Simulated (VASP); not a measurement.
# Rh (P6_3/mmc) in VASP: further runs

The runs below take Rh through single point, with r2SCAN.

Program: VASP 6.6.1. These are calculated values, not measurements. Logs are shortened: lines on timing, memory, paths and dates and some standing lists are left out, and cuts for length are marked.

### 1 The cell of the first run

It takes space group P6_3/mmc (No. 194, hexagonal). The conventional cell has a = 2.767 Å, b = 2.767 Å, c = 4.487 Å, α = 90.00°, β = 90.00°, γ = 120.00°. Within 3.6 Å of Rh (site symmetry -6m2) lie 12 Rh at 2.75 to 2.77 Å.

### 2 Single point, r2SCAN

Contents of POSCAR:

```
Rh
1.0
    2.7669170960      0.0000000000      0.0000000000
   -1.3834585480      2.3962204995      0.0000000000
    0.0000000000      0.0000000000      4.4867652751
Rh
2
Direct
    0.6666666667      0.3333333333      0.7500000000
    0.3333333333      0.6666666667      0.2500000000
```

Contents of INCAR.step1:

```
  ALGO = Normal
  EDIFF = 1E-4
  ENCUT = 520
  GGA = PE
  ISMEAR = 0
  LASPH = True
  LCHARG = False
  LREAL = False
  LWAVE = True
  NBANDS = 22
  NELM = 60
  PREC = Accurate
  SIGMA = 0.1
```

Contents of INCAR.step2:

```
  ALGO = Normal
  EDIFF = 1E-6
  ENCUT = 520
  ISIF = 2
  ISMEAR = 0
  ISTART = 1
  LASPH = True
  LCHARG = False
  LMIXTAU = True
  LREAL = False
  LWAVE = False
  METAGGA = R2SCAN
  NBANDS = 22
  NELM = 60
  PREC = Accurate
  SIGMA = 0.1
```

Contents of KPOINTS:

```
k-points
0
Gamma
  12 12 7
```

Potentials or basis: VASP PAW PBE potentials, release 64 (Rh_pv).

Launch:

```
$ cat potpaw_PBE.64/Rh_pv/POTCAR > POTCAR
$ cp INCAR.step1 INCAR
$ mpirun -np 1 vasp_std > vasp.out
$ cp INCAR.step2 INCAR
$ mpirun -np 1 vasp_std > vasp.out
```

OUTCAR:

```text
EDIFF = 1E-6
   ENCUT = 520
   ISIF = 2
   ISMEAR = 0
   ISTART = 1
   LASPH = True
   LREAL = False
   METAGGA = R2SCAN
   NELM = 60
   PREC = Accurate

 ion  position               nearest neighbor table
   1  0.667  0.333  0.750-   2 2.75   2 2.75   2 2.75   2 2.75   2 2.75   2 2.75
   2  0.333  0.667  0.250-   1 2.75   1 2.75   1 2.75   1 2.75   1 2.75   1 2.75

  LATTYP: Found a hexagonal cell.
 ALAT       =     2.7669170960
 C/A-ratio  =     1.6215756090

  Lattice vectors:

 A1 = (   2.7669170960,   0.0000000000,   0.0000000000)
 A2 = (  -1.3834585480,   2.3962204995,   0.0000000000)
 A3 = (   0.0000000000,   0.0000000000,   4.4867652751)

Analysis of symmetry for initial positions (statically):
=====================================================================
 Subroutine PRICEL returns:
 Original cell was already a primitive cell.

 Routine SETGRP: Setting up the symmetry group for a
 hexagonal supercell.

 Subroutine GETGRP returns: Found 24 space group operations
 (whereof 12 operations were pure point group operations)
 out of a pool of 24 trial point group operations.

The static configuration has the point symmetry D_3d.
 The point group associated with its full space group is D_6h.

Analysis of symmetry for dynamics (positions and initial velocities):
=====================================================================
 Subroutine PRICEL returns:
 Original cell was already a primitive cell.

 Routine SETGRP: Setting up the symmetry group for a
 hexagonal supercell.

 Subroutine GETGRP returns: Found 24 space group operations
 (whereof 12 operations were pure point group operations)
 out of a pool of 24 trial point group operations.

The dynamic configuration has the point symmetry D_3d.
 The point group associated with its full space group is D_6h.

 Subroutine INISYM returns: Found 24 space group operations
 (whereof 12 operations are pure point group operations),
 and found     1 'primitive' translations

----------------------------------------------------------------------------------------

                                     Primitive cell

  volume of cell :      29.7479

  direct lattice vectors                    reciprocal lattice vectors
     2.766917096  0.000000000  0.000000000     0.361413069  0.208661932  0.000000000
    -1.383458548  2.396220500  0.000000000     0.000000000  0.417323865  0.000000000
     0.000000000  0.000000000  4.486765275     0.000000000  0.000000000  0.222877717

  length of vectors
     2.766917096  2.766917100  4.486765275     0.417323865  0.417323865  0.222877717

  position of ions in fractional coordinates (direct lattice)
     0.666666667  0.333333333  0.750000000
     0.333333333  0.666666667  0.250000000

  ion indices of the primitive-cell ions
   primitive index   ion index
                 1           1
                 2           2

----------------------------------------------------------------------------------------

 KPOINTS: k-points

Automatic generation of k-mesh.
 Grid dimensions read from file:
 generate k-points for:   12   12    7

 Generating k-lattice:

  Cartesian coordinates                     Fractional coordinates (reciprocal lattice)
     0.030117756  0.017388494  0.000000000     0.083333333 -0.000000000  0.000000000
     0.000000000  0.034776989  0.000000000     0.000000000  0.083333333  0.000000000
     0.000000000  0.000000000  0.031839674     0.000000000  0.000000000  0.142857143

  Length of vectors
     0.034776989  0.034776989  0.031839674

  Shift w.r.t. Gamma in fractional coordinates (k-lattice)
     0.000000000  0.000000000  0.000000000

 Subroutine IBZKPT returns following result:
 ===========================================

 Found     76 irreducible k-points:

 Following reciprocal coordinates:
            Coordinates               Weight
  0.000000  0.000000  0.000000      1.000000
  0.083333 -0.000000  0.000000      6.000000
  0.166667  0.000000  0.000000      6.000000
  0.250000  0.000000  0.000000      6.000000
  0.333333  0.000000  0.000000      6.000000
  0.416667 -0.000000  0.000000      6.000000
[... 16 lines left out ...]
  0.250000  0.000000  0.142857     12.000000
  0.333333  0.000000  0.142857     12.000000
 [... further k-points ...]
   k-points           NKPTS =     76   k-points in BZ     NKDIM =     76   number of bands    NBANDS=     22
   number of dos      NEDOS =    301   number of ions     NIONS =      2
   total plane-waves  NPLWV =  20736
   dimension x,y,z NGX =    24 NGY =   24 NGZ =   36
   dimension x,y,z NGXF=    48 NGYF=   48 NGZF=   72
   ions per type =               2
   NGX,Y,Z   is equivalent  to a cutoff of  14.42, 14.42, 13.34 a.u.
   NGXF,Y,Z  is equivalent  to a cutoff of  28.84, 28.84, 26.68 a.u.
 SYSTEM =  unknown system
   PREC   = accura    normal or accurate (medium, high low for compatibility)
   ISTART =      1    job   : 0-new  1-cont  2-samecut
   ICHARG =      0    charge: 1-file 2-atom 10-const
   ISPIN  =      1    spin polarized calculation?
   LNONCOLLINEAR =      F non collinear calculations
   LSORBIT =      F    spin-orbit coupling
   LASPH  =      T    aspherical Exc in radial PAW
   ENCUT  =  520.0 eV  38.22 Ry    6.18 a.u.   5.14  5.14  8.34*2*pi/ulx,y,z
   NELM   =     60;   NELMIN=  2; NELMDL=  0     # of ELM steps
   EDIFF  = 0.1E-05   stopping-criterion for ELM
   LREAL  =      F    real-space projection
   EDIFFG = 0.1E-04   stopping-criterion for IOM
   NSW    =      0    number of steps for IOM
   IBRION =     -1    ionic relax: 0-MD 1-quasi-New 2-CG
   NFREE  =      0    steps in history (QN), initial steepest desc. (CG)
   ISIF   =      2    stress and relaxation
   ISYM   =      2    0-nonsym 1-usesym 2-fastsym
   POTIM  = 0.5000    time-step for ionic-motion
   TEBEG  =    0.0;   TEEND  =   0.0 temperature during run
   PSTRESS=    0.0 pullay stress
   NELECT =      30.0000    total number of electrons
   NUPDOWN=      -1.0000    fix difference up-down
   EMIN   =  10.00;   EMAX   =-10.00  energy-range for DOS
   EFERMI =   0.00;   METHOD = LEGACY
   ISMEAR =     0;   SIGMA  =   0.10  broadening in eV -4-tet -1-fermi 0-gaus
   EFERMI_NEDOS =   21; number of points for ismear=-14 and -15
   IALGO  =     38    algorithm
   IMIX   =      4    mixing-type and parameters
     AMIX     =   0.40;   BMIX     =  1.00
     AMIX_MAG =   1.60;   BMIX_MAG =  1.00
  volume/ion in A,a.u.               =      14.87       100.37
  Fermi-wavevector in a.u.,A,eV,Ry     =   1.641710  3.102382 36.670590  2.695212
  Thomas-Fermi vector in A             =   2.732135
   LORBIT       =      0    0 simple, 1 ext, 2 COOP (PROOUT), +10 PAW based schemes
   METAGGA = R2SCAN    functional components
   LHFCALC =     F    Hartree Fock is set to
   AEXX    =    0.0000 exact exchange contribution
   IVDW    =     0    specifies the selected vdW correction
   LEPSILON=     F    determine dielectric tensor
   LRPA    =     F    only Hartree local field effects (RPA)
 non-spin polarized calculation
 Gauss-broadening in eV      SIGMA  =   0.10
  energy-cutoff  :      520.00
  volume of cell :       29.75
 maximum number of plane-waves:       814
 NGX is ok and might be reduce to    24
   NGX = 11   NGY = 11   NGZ = 17

 number of electron      30.0000002 magnetization

 Free energy of the ion-electron system (eV)
  ---------------------------------------------------
  ext. energy  EPLUGINS =         0.00000000
  ---------------------------------------------------
  free energy    TOTEN  =       -48.07284740 eV

  energy without entropy =      -48.05325283  energy(sigma->0) =      -48.06305012

 E-fermi :  10.4539     XC(G=0): -14.6229

 val. band max:       10.4531932887   @ k =   0.2500   0.1667   0.1429
 cond. band min:      10.4631790895   @ k =   0.0833  -0.0000   0.4286
 fundamental gap:      0.0099858008
 Fermi energy:        10.4539287723

 k-point     1 :       0.0000    0.0000    0.0000
  band No.  band energies     occupation
      1     -37.8996      2.00000
      2     -37.3639      2.00000
      3     -37.3639      2.00000
      4     -37.2904      2.00000
      5     -37.2761      2.00000
      6     -37.2761      2.00000
[... 14 lines left out ...]
     21      27.8680      0.00000
     22      27.8681      0.00000

 k-point     2 :       0.0833   -0.0000    0.0000
  band No.  band energies     occupation
      1     -37.8865      2.00000
      2     -37.3937      2.00000
      3     -37.3735      2.00000
      4     -37.3071      2.00000
      5     -37.2959      2.00000
      6     -37.2810      2.00000
[... 14 lines left out ...]
     21      27.8677      0.00000
     22      27.8680      0.00000

 k-point     3 :       0.1667    0.0000    0.0000
  band No.  band energies     occupation
      1     -37.8490      2.00000
      2     -37.4754      2.00000
      3     -37.3993      2.00000
      4     -37.3908      2.00000
      5     -37.3123      2.00000
      6     -37.2950      2.00000
[... 14 lines left out ...]
     21      27.8678      0.00000
     22      27.8683      0.00000

 k-point     4 :       0.2500    0.0000    0.0000
  band No.  band energies     occupation
      1     -37.7928      2.00000
      2     -37.5872      2.00000
      3     -37.5024      2.00000
      4     -37.4334      2.00000
      5     -37.3399      2.00000
      6     -37.3150      2.00000
[... 14 lines left out ...]
     21      27.4878      0.00000
     22      27.8675      0.00000

 k-point     5 :       0.3333    0.0000    0.0000
  band No.  band energies     occupation
      1     -37.7267      2.00000
      2     -37.6992      2.00000
      3     -37.6112      2.00000
      4     -37.4666      2.00000
      5     -37.3772      2.00000
      6     -37.3356      2.00000
[... 14 lines left out ...]
     21      25.6255      0.00000
     22      26.8259      0.00000

 k-point     6 :       0.4167   -0.0000    0.0000
  band No.  band energies     occupation
      1     -37.7812      2.00000
      2     -37.6892      2.00000
      3     -37.6654      2.00000
      4     -37.4905      2.00000
      5     -37.4175      2.00000
      6     -37.3511      2.00000
[... 14 lines left out ...]
     21      24.2828      0.00000
     22      25.5473      0.00000

 k-point     7 :       0.5000    0.0000    0.0000
  band No.  band energies     occupation
      1     -37.8113      2.00000
      2     -37.7174      2.00000
      3     -37.6367      2.00000
      4     -37.4992      2.00000
      5     -37.4385      2.00000
      6     -37.3568      2.00000
[... 324 lines left out ...]
      6     -37.2805      2.00000
[... 14 lines left out ...]
     21      27.8679      0.00000
     22      27.8681      0.00000

 k-point    21 :       0.0833   -0.0000    0.1429
  band No.  band energies     occupation
      1     -37.8588      2.00000
      2     -37.3887      2.00000
      3     -37.3690      2.00000
      4     -37.3396      2.00000
      5     -37.2977      2.00000
      6     -37.2856      2.00000
[... 14 lines left out ...]
     21      27.8679      0.00000
     22      27.8682      0.00000

 k-point    22 :       0.1667    0.0000    0.1429
  band No.  band energies     occupation
      1     -37.8269      2.00000
      2     -37.4679      2.00000
      3     -37.4133      2.00000
      4     -37.3942      2.00000
      5     -37.3206      2.00000
      6     -37.3002      2.00000
[... 14 lines left out ...]
     21      27.8678      0.00000
     22      27.8736      0.00000

 k-point    23 :       0.2500    0.0000    0.1429
  band No.  band energies     occupation
      1     -37.7837      2.00000
      2     -37.5723      2.00000
      3     -37.5210      2.00000
      4     -37.4276      2.00000
      5     -37.3458      2.00000
      6     -37.3209      2.00000
[... 14 lines left out ...]
     21      27.7799      0.00000
     22      27.8676      0.00000

 k-point    24 :       0.3333    0.0000    0.1429
  band No.  band energies     occupation
      1     -37.7636      2.00000
      2     -37.6537      2.00000
      3     -37.6190      2.00000
      4     -37.4602      2.00000
      5     -37.3779      2.00000
      6     -37.3422      2.00000
[... 14 lines left out ...]
     21      25.9882      0.00000
     22      26.2914      0.00000

 [... further k-points ...]
[... 5 lines left out ...]
  --------------------------------------------------------------------------------------
  -------------------------------------------------------------------------------------
  Total       -3.0942617     -3.0942617     -3.2330958      0.0000000     -0.0000000      0.0000000
  in kB     -166.6523136   -166.6523141   -174.1297096      0.0000000     -0.0000000      0.0000000
  external PRESSURE =    -169.1447791 kB  Pullay stress =       0.0000000 kB

 VOLUME and BASIS-vectors are now :
 -----------------------------------------------------------------------------
  energy-cutoff  :      520.00
  volume of cell :       29.75
      direct lattice vectors                 reciprocal lattice vectors
     2.766917096  0.000000000  0.000000000     0.361413069  0.208661932  0.000000000
    -1.383458548  2.396220500  0.000000000     0.000000000  0.417323865  0.000000000
     0.000000000  0.000000000  4.486765275     0.000000000  0.000000000  0.222877717

 POSITION                                       TOTAL-FORCE (eV/Angst)
 -----------------------------------------------------------------------------------
      1.38346      0.79874      3.36507         0.000000      0.000000      0.000000
     -0.00000      1.59748      1.12169         0.000000      0.000000      0.000000
 -----------------------------------------------------------------------------------
    total drift:                               -0.000000      0.000000     -0.000000

  FREE ENERGIE OF THE ION-ELECTRON SYSTEM (eV)
  ---------------------------------------------------
  free  energy   TOTEN  =       -48.0728474005 eV

  energy  without entropy=      -48.0532528307  energy(sigma->0) =      -48.06305012
```

It took 4.5 min on 1 thread of AMD EPYC 7R13, shared host; peak memory 0.16 GiB.

Results:

- Free energy: -48.0728 eV
- Pressure: -16.9 GPa
- Band gap on the k mesh: zero (band 15 reaches 10.98 eV, above the bottom of band 16 at 8.82 eV)

Stress tensor (GPa, compression positive):
```
-16.67   0.00   0.00
  0.00 -16.67   0.00
  0.00   0.00 -17.41
```

Caveat: the PAW data sets were made with another functional, which shifts forces and pressure a little.

### 3 Single point, r2SCAN

This run uses another cell than the first one, of 15.45 Å³/atom, 1.038 times its volume.

Contents of POSCAR:

```
Rh
1.0
    2.8019450816      0.0000000000      0.0000000000
   -1.4009725408      2.4265556249      0.0000000000
    0.0000000000      0.0000000000      4.5435658021
Rh
2
Direct
    0.6666666667      0.3333333333      0.7500000000
    0.3333333333      0.6666666667      0.2500000000
```

Contents of INCAR.step1:

```
ALGO = Normal ; EDIFF = 1E-4
ENCUT = 520 ; GGA = PE
ISMEAR = 0 ; LASPH = True
LCHARG = False ; LREAL = False
LWAVE = True ; NBANDS = 22
NELM = 60 ; PREC = Accurate
SIGMA = 0.1
```

Contents of INCAR.step2:

```
ALGO = Normal ; EDIFF = 1E-6
ENCUT = 520 ; ISIF = 2
ISMEAR = 0 ; ISTART = 1
LASPH = True ; LCHARG = False
LMIXTAU = True ; LREAL = False
LWAVE = False ; METAGGA = R2SCAN
NBANDS = 22 ; NELM = 60
PREC = Accurate ; SIGMA = 0.1
```

KPOINTS is that of step 2.

Potentials or basis: VASP PAW PBE potentials, release 64 (Rh_pv).

Launch:

```
$ cat potpaw_PBE.64/Rh_pv/POTCAR > POTCAR
$ cp INCAR.step1 INCAR
$ mpirun -np 1 vasp_std > vasp.out
$ cp INCAR.step2 INCAR
$ mpirun -np 1 vasp_std > vasp.out
```

Wall time 5.2 min (1 thread of AMD EPYC 7R13, shared host); peak memory 0.16 GiB.

It converged, with:

* Free energy: -47.9293 eV
* Pressure: -23.2 GPa
* Band gap on the k mesh: zero (band 15 reaches 10.31 eV, above the bottom of band 16 at 8.29 eV)

Stress tensor (GPa, compression positive):
```
-22.91   0.00   0.00
  0.00 -22.91   0.00
  0.00   0.00 -23.78
```

Levels at points of the mesh, in eV from the Fermi level:
| k point | band 13 | band 14 | band 15 | band 16 | band 17 | band 18 |
| --- | --- | --- | --- | --- | --- | --- |
| (0.00, 0.00, 0.00) | -2.19 | -1.67 | -1.67 | 0.10 | 0.10 | 1.00 |
| (0.50, 0.00, 0.00) | -1.80 | 0.35 | 0.49 | 0.60 | 2.86 | 4.82 |

Caveat: the PAW data sets were made with another functional, which shifts forces and pressure a little.

### 4 Single point, r2SCAN

This run uses another cell than the first one, of 16.02 Å³/atom, 1.077 times its volume.

Contents of POSCAR:

```
Rh
1.0
    2.8361185115      0.0000000000      0.0000000000
   -1.4180592557      2.4561506834      0.0000000000
    0.0000000000      0.0000000000      4.5989806025
Rh
2
Direct
    0.6666666667      0.3333333333      0.7500000000
    0.3333333333      0.6666666667      0.2500000000
```

Contents of INCAR.step1:

```
SYSTEM = Rh
PREC = Accurate ; ENCUT = 520
ISMEAR = 0 ; SIGMA = 0.1
LREAL = .FALSE. ; LASPH = .TRUE.
NELM = 100 ; NBANDS = 22
GGA = PE ; ALGO = Normal
EDIFF = 1E-4 ; LWAVE = .TRUE.
LCHARG = .FALSE.
```

Contents of INCAR.step2:

```
SYSTEM = Rh
PREC = Accurate ; ENCUT = 520
EDIFF = 1E-6 ; ISMEAR = 0
SIGMA = 0.1 ; LREAL = .FALSE.
LASPH = .TRUE. ; NELM = 100
ALGO = Normal ; ISIF = 2
LWAVE = .FALSE. ; LCHARG = .FALSE.
METAGGA = R2SCAN ; LMIXTAU = .TRUE.
NBANDS = 22 ; ISTART = 1
```

Contents of KPOINTS:

```
Automatic mesh
0
G
  12 12 7
  0 0 0
```

Launch:

```
$ cat potpaw_PBE.64/Rh_pv/POTCAR > POTCAR
$ cp INCAR.step1 INCAR
$ mpirun -np 1 vasp_std > vasp.out
$ cp INCAR.step2 INCAR
$ mpirun -np 1 vasp_std > vasp.out
```

It took 4.8 min on 1 thread of AMD EPYC 7R13, shared host; peak memory 0.16 GiB.

It converged, with:

```yaml
Free_energy: -47.7465 eV
Pressure: -28.0 GPa
Band_gap_on_the_k_mesh: zero (band 15 reaches 9.69 eV, above the bottom of band 16 at 7.80 eV)
```

Stress tensor (GPa, compression positive):
```
-27.64   0.00   0.00
  0.00 -27.64   0.00
  0.00   0.00 -28.61
```

Levels at points of the mesh, in eV from the Fermi level:
| k point | band 11 | band 12 | band 13 | band 14 | band 15 | band 16 | band 17 | band 18 | band 19 | band 20 |
| --- | --- | --- | --- | --- | --- | --- | --- | --- | --- | --- |
| (0.00, 0.00, 0.00) | -2.48 | -2.07 | -2.07 | -1.57 | -1.57 | 0.09 | 0.09 | 1.06 | 7.58 | 16.57 |
| (0.50, 0.00, 0.00) | -2.23 | -1.85 | -1.69 | 0.32 | 0.46 | 0.56 | 2.77 | 4.65 | 9.76 | 10.15 |

Caveat: the PAW data sets were made with another functional, which shifts forces and pressure a little.

### 5 Summary

```csv
cell,gap on the mesh (eV),pressure (GPa)
"a = 2.767, b = 2.767, c = 4.487 Å, angles 90.0, 90.0, 120.0°, 2 atoms",none,-16.9
"a = 2.802, b = 2.802, c = 4.544 Å, angles 90.0, 90.0, 120.0°, 2 atoms",none,-23.2
"a = 2.836, b = 2.836, c = 4.599 Å, angles 90.0, 90.0, 120.0°, 2 atoms",none,-28.0
```

Alike in all rows: task single point; level r2SCAN; potentials or basis VASP PAW PBE potentials, release 64 (Rh_pv); no spin polarisation; k mesh 12 × 12 × 7; cutoff (eV) 520; smearing gaussian 0.1 eV.

Caveats: the PAW data sets were made with another functional, which shifts forces and pressure a little.

Total energies depend on the potentials used, so only differences within one code and one set of settings carry meaning.
